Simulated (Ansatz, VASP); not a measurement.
**Ge: VASP beside Ansatz**

```
CELL_PARAMETERS angstrom
5.28896 0.00000 0.00000
0.00000 5.28896 0.00000
0.00000 0.00000 5.28896
ATOMIC_POSITIONS crystal
Ge 0.00000 0.00000 0.00000
Ge 0.50000 0.50000 0.50000
Ge 0.25000 0.00000 0.50000
Ge 0.75000 0.00000 0.50000
Ge 0.50000 0.25000 0.00000
Ge 0.50000 0.75000 0.00000
Ge 0.00000 0.50000 0.25000
Ge 0.00000 0.50000 0.75000
```

Alike in both runs: functional LDA; k mesh 5 × 5 × 5; occupations fermi-dirac, width 0.1 eV; no spin polarisation.

Ansatz relaxed the structure, and its values are those at the end. VASP's run is a single point on that final structure, the one shown.

|  | VASP | Ansatz |
| --- | --- | --- |
| version | VASP 6.6.1 | Ansatz 0.2.0 |
| potentials or method | VASP PAW LDA potentials, release 64 (Ge_d), cutoff 520 eV | plane waves (420 eV) with PAW, scalar-relativistic |
| valence electrons in the cell | 112 | 112 |

Ansatz gave:

| Property | Result |
| --- | --- |
| pressure (GPa) | 0.0 |

What did VASP give for the same quantities?

Pressure (GPa): -0.1.

Ansatz warns that its potentials were made for another functional, while VASP's fit it. LDA's correlation is that of Perdew and Zunger in VASP and of Perdew and Wang (1992) in Ansatz.
